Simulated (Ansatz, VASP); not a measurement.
# Sn: VASP beside Ansatz

File INCAR:

```
PREC = Accurate
ENCUT = 520
EDIFF = 1E-6
ISMEAR = -1
SIGMA = 0.03
LREAL = F
LASPH = T
NELM = 80
ALGO = Normal
ISIF = 2
LWAVE = F
LCHARG = T
LELF = T
LVHAR = T
NBANDS = 21
```

File KPOINTS:

```
Automatic mesh
0
Gamma
  9 9 9
```

File POSCAR:

```
Sn
1.0
    0.0000000000      3.2456000000      3.1482320000
    3.2456000000      0.0000000000      3.1482320000
    3.2456000000      3.2456000000      0.0000000000
Sn
2
Direct
    0.5000000000      0.5000000000      0.5000000000
    0.7500000000      0.7500000000      0.7500000000
```

Input for Ansatz:

```yaml
crystal:
  lattice:
    - [0.0, 3.2456, 3.148232]
    - [3.2456, 0.0, 3.148232]
    - [3.2456, 3.2456, 0.0]
  atoms:
    - { symbol: Sn, position: [0.5, 0.5, 0.5] }
    - { symbol: Sn, position: [0.75, 0.75, 0.75] }
kpoints:
  mp_grid: { grid: [9, 9, 9] }
  band_path:
    path:
      - [0.0, 0.0, 0.0]
      - [0.0, 0.5, 0.5]
      - [0.25, 0.75, 0.5]
      - [0.0, 0.5, 0.0]
      - [0.0, 0.0, 0.0]
      - [0.5, 0.5, 0.0]
      - [0.3828515251, 0.6171484749, 0.0]
      - [-0.3828515251, 0.3828515251, 0.0]
      - [0.0, 0.0, 0.0]
    npoints: 5
scf:
  occupations: { method: fermi_dirac, width: 0.03 }
hamiltonian:
  xc: lda
  pseudopotentials: { kind: all_electron, lapw: { basis_error: 0.00025 } }
output:
  forces: true
  stress: true
  eigenvalues: true
```

Change from the starting cell: zz strain of -3 %.

Alike in both runs: task single point; functional LDA; k mesh 9 × 9 × 9; occupations fermi-dirac, width 0.03 eV; no spin polarisation.

```csv
,VASP,Ansatz
version,VASP 6.6.1,Ansatz 0.2.0
potentials or method,"VASP PAW LDA potentials, release 64 (Sn_d), cutoff 520 eV","all-electron LAPW, scalar-relativistic"
```

VASP gave:

* pressure (GPa): 1.1
* traceless stress, the component that is largest in VASP (GPa): 0.63

Task: Estimate Ansatz's values.

Result: Pressure (GPa): 1.1; traceless stress, the component that is largest in VASP (GPa): 0.62.

LDA's correlation is that of Perdew and Zunger in VASP and of Perdew and Wang (1992) in Ansatz. Ansatz ran all-electron here, and VASP with PAW potentials.
